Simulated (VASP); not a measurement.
Here is a VASP 6.6.1 calculation.

The input INCAR:

```
SYSTEM = K
  PREC = Accurate
  ENCUT = 520
  EDIFF = 1E-7
  ISMEAR = -1
  SIGMA = 0.2585199978643553
  LREAL = .FALSE.
  LASPH = .TRUE.
  NELM = 60
  ALGO = Normal
  ISIF = 2
  LWAVE = .FALSE.
  LCHARG = .FALSE.
  GGA = PE
  IVDW = 12
  NBANDS = 16
  NELECT = 17.0
```

KPOINTS

```
Automatic mesh
0
G
  6 6 6
  0 0 0
```

File POSCAR:

```
K
1.0
   -2.2081090471      2.2081090471      8.0458679461
    2.2081090471     -2.2081090471      8.0458679461
    2.2081090471      2.2081090471     -8.0458679461
K
2
Direct
    0.2500000000      0.7500000000      0.5000000000
    0.5000000000      0.5000000000      0.0000000000
```

Potentials or basis: VASP PAW PBE potentials, release 64 (K_sv).

Launch:

```bash
$ cat potpaw_PBE.64/K_sv/POTCAR > POTCAR
$ mpirun -np 1 vasp_std > vasp.out
```

(1) Estimate the dispersion energy per atom.

## Answers

(1) -0.103 eV.

Caveat: the cell carries a net charge on a neutralising background, which shifts energy and pressure.
